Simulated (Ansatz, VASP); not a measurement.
LuTl3 in VASP and in Ansatz

```xyz
4
Lattice="4.6530 0.0233 0.0233 0.0233 4.6530 0.0233 0.0233 0.0233 4.6530" Properties=species:S:1:pos:R:3 pbc="T T T"
Lu    0.0000    0.0000    0.0000
Tl    0.0233    2.3381    2.3381
Tl    2.3381    0.0233    2.3381
Tl    2.3381    2.3381    0.0233
```

Change from the starting cell: equal xy, yz and zx shear strains of +1 %, crystal datasets.

Alike in both runs: task electric field gradients; functional PBEsol; k mesh 7 × 7 × 7; occupations fermi-dirac, width 0.08 eV; no spin polarisation.

```csv
,VASP,Ansatz
version,VASP 6.6.1,Ansatz 0.2.0
potentials or method,"VASP PAW PBE potentials, release 64 (Lu, Tl_d), cutoff 520 eV","all-electron PAW with datasets made for the crystal, scalar-relativistic"
```

```tsv
	VASP	Ansatz	Ansatz less VASP
pressure (GPa)	-0.3	-0.3	+0.02
traceless stress, the component that is largest in VASP (GPa)	-0.20	-0.20	+0.001
size of Vzz on the site where it differs most (V/Å²)	14.5	15.6	+1.11
```

VASP's potentials were made for PBE, not for PBEsol. Ansatz ran all-electron here, and VASP with PAW potentials.

Spin-orbit coupling is off throughout.
